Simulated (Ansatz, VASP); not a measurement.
**SrHf in VASP and in Ansatz**

```xyz
2
Lattice="3.9881 0.0000 0.0000 0.0000 3.9881 0.0000 0.0000 0.0000 3.9881" Properties=species:S:1:pos:R:3 pbc="T T T"
Sr    0.0000    0.0000    0.0000
Hf    1.9941    1.9941    1.9941
```

Alike in both runs: functional PBE; k mesh 4 × 4 × 4; occupations gaussian, width 0.1 eV; no spin polarisation.

Ansatz relaxed the structure, and its values are those at the end. VASP's run is a single point on that final structure, the one shown.

|  | VASP | Ansatz |
| --- | --- | --- |
| version | VASP 6.6.1 | Ansatz 0.2.0 |
| potentials or method | VASP PAW PBE potentials, release 64 (Sr_sv, Hf_pv), cutoff 520 eV | scalar-relativistic, plane waves, PAW |
| valence electrons in the cell | 20 | 36 |

|  | VASP | Ansatz | Ansatz less VASP |
| --- | --- | --- | --- |
| gap on the k mesh at the Fermi level (eV) | none | none | - |
| pressure (GPa) | 0.2 | 0.2 | 0.00 |

A gap of «none» marks a metal or a gap that the smearing closes. VASP's potentials hold 20 valence electrons a cell and Ansatz's 36, so a difference there can come from the potentials and not from the codes.

The k mesh is coarse, so the values compare programs but aren't converged. Neither program's run includes spin-orbit coupling.
